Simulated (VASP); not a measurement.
A run of VASP 6.6.1 is set up as follows.

Contents of INCAR:

```
PREC = Accurate
ENCUT = 600
EDIFF = 1E-7
ISMEAR = -1
SIGMA = 0.05
LREAL = False
LASPH = True
NELM = 60
ALGO = Normal
ISIF = 3
LWAVE = False
LCHARG = False
GGA = RP
IBRION = 2
NSW = 60
EDIFFG = -0.01
```

KPOINTS

```
Automatic mesh
0
Gamma
  9 9 9
```

The input POSCAR:

```
KF
1.0
    0.0000000000      2.6718500000      2.6718500000
    2.6718500000      0.0000000000      2.6718500000
    2.6718500000      2.6718500000      0.0000000000
K F
1 1
Direct
    0.0000000000      0.0000000000      0.0000000000
    0.5000000000      0.5000000000      0.5000000000
```

Potentials or basis: VASP PAW PBE potentials, release 64 (K_sv, F).

Run with:

```bash
$ cat potpaw_PBE.64/K_sv/POTCAR potpaw_PBE.64/F/POTCAR > POTCAR
$ mpirun -np 1 vasp_std > vasp.out
```

Q: Predict the band gap on the k mesh.

A: 5.83 eV, direct.

Q: Predict the space group after relaxing (to 0.05 Å).

A: Fm-3m (No. 225).

Q: What does it give for the relaxed cell?

A: a = 3.950 Å, b = 3.950 Å, c = 3.950 Å, α = 60.00°, β = 60.00°, γ = 60.00°.

Step by step:
```tsv
step	energy change (eV)	largest force (eV/Å)	pressure (GPa)	volume (Å³)
1	0.0000	0.0000	4.06	38.15
2	-0.0474	0.0000	1.64	40.88
3	-0.0585	0.0000	-0.49	44.48
4	-0.0600	0.0000	-0.04	43.58
```

Caveat: the PAW data sets were made with another functional, which shifts forces and pressure a little; the volume moved by +14 % from the deposited cell, more than functionals usually miss. Zero-point motion and thermal expansion aren't in these numbers.
